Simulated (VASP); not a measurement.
**Sc: single point with PBEsol**

Sc:

```
Sc
1.0
     0.04541    2.29320    2.29320
     2.29320    0.04541    2.29320
     2.29320    2.29320    0.04541
Sc
1
Cartesian
  0.0000 0.0000 0.0000
```

This cell differs from its parent crystal: equal xy, yz and zx shear strains of +2 %.

```yaml
Program: VASP 6.6.1
Task: single point
Functional: PBEsol
Potentials_or_basis: VASP PAW PBE potentials, release 64 (Sc_sv)
Cutoff: 520 eV
k_mesh: 12 × 12 × 12
Occupations: fermi-dirac, width 0.03 eV
Spin: no spin polarisation
```

The pressure is 0.5 GPa.

Stress tensor (GPa, compression positive):
```
 0.49 -0.74 -0.74
-0.74  0.49 -0.74
-0.74 -0.74  0.49
```

Levels at points of the mesh, in eV from the Fermi level:
| k point | band 3 | band 4 | band 5 | band 6 | band 7 | band 8 |
| --- | --- | --- | --- | --- | --- | --- |
| (0.00, 0.00, 0.00) | -27.55 | -27.55 | -5.29 | 1.47 | 1.73 | 1.73 |
| (0.50, 0.00, 0.00) | -27.63 | -27.62 | -1.82 | 0.41 | 1.36 | 1.65 |
| (0.50, 0.50, 0.00) | -27.74 | -27.72 | -1.64 | -0.71 | 2.11 | 4.07 |
| (0.50, 0.50, 0.50) | -27.60 | -27.60 | -1.90 | 0.14 | 1.57 | 1.57 |

Wall time 25 s on 1 thread of Intel(R) Xeon(R) Platinum 8259CL CPU @ 2.50GHz (Skylake/Cascade Lake), on a shared host, peak memory 0.17 GiB.

Caveat: the cell differs from its parent crystal (equal xy, yz and zx shear strains of +2 %); the PAW data sets were made with another functional, which shifts forces and pressure a little.
